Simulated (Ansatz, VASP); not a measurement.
**TiO in VASP and in Ansatz**

```
CELL_PARAMETERS angstrom
3.90738 0.00000 0.00000
0.00000 3.90738 0.00000
0.00000 0.00000 4.29812
ATOMIC_POSITIONS crystal
Ti 0.50000 0.50000 0.00000
Ti 0.00000 0.50000 0.50000
Ti 0.50000 0.00000 0.50000
O 0.00000 0.50000 0.00000
O 0.50000 0.00000 0.00000
O 0.00000 0.00000 0.50000
```

Alike in both runs: task single point; functional PBEsol; k mesh 14 × 14 × 14; occupations gaussian, width 0.15 eV; no spin polarisation.

|  | VASP | Ansatz |
| --- | --- | --- |
| version | VASP 6.6.1 | Ansatz 0.2.0 |
| potentials or method | VASP PAW PBE potentials, release 64 (Ti_sv, O), cutoff 520 eV | scalar-relativistic, plane waves, PAW |
| valence electrons in the cell | 54 | 54 |

|  | VASP | Ansatz | Ansatz less VASP |
| --- | --- | --- | --- |
| gap on the k mesh at the Fermi level (eV) | none | none | - |
| pressure (GPa) | 3.7 | 3.2 | -0.48 |
| traceless stress, the component that is largest in VASP (GPa) | -14.32 | -14.07 | +0.251 |

VASP's potentials were made for PBE, not for PBEsol. A gap of «none» marks a metal or a gap that the smearing closes.
